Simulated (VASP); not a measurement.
A run of VASP 6.6.1 is set up as follows.

INCAR

```
SYSTEM = Zr
ALGO     = Fast           ! electronic algorithm
EDIFF    = 1E-6           ! SCF threshold, eV
ENCUT    = 520            ! plane-wave cutoff, eV
GGA      = PE             ! functional
ISIF     = 2              ! what is computed and relaxed
ISMEAR   = 0              ! smearing method
LASPH    = .True.         ! aspherical terms in the spheres
LCHARG   = .False.        ! write CHGCAR
LREAL    = .False.        ! projectors in reciprocal space
LWAVE    = .False.        ! write WAVECAR
NBANDS   = 45             ! bands
NELM     = 100            ! most SCF steps
PREC     = Accurate       ! precision mode
SIGMA    = 0.2            ! smearing width, eV
```

File KPOINTS:

```
k-points
0
Gamma
  6 6 4
  0 0 0
```

File POSCAR:

```
Zr
1.0
    0.0000000000      4.2991339095      0.0000000000
    0.0000000000      0.0000000000      4.2991339095
    8.5982678191      0.0000000000      0.0000000000
Zr
6
Direct
    1.0000000000      1.0000000000      0.2500000000
    1.0000000000      1.0000000000      0.7500000000
    0.5000000000      0.0000000000      0.5000000000
    0.5000000000      0.0000000000      0.0000000000
    0.0000000000      0.5000000000      0.5000000000
    0.0000000000      0.5000000000      0.0000000000
```

Potentials or basis: VASP PAW PBE potentials, release 64 (Zr_sv).

Run with:

```console
$ cat potpaw_PBE.64/Zr_sv/POTCAR > POTCAR
$ mpirun -np 1 vasp_std > vasp.out
```

**Question.** Predict the pressure.

**Answer.** 0.1 GPa.

**Question.** What does it give for the band gap on the k mesh?

**Answer.** Zero (bands 36 and 37 overlap by 1.30 eV).
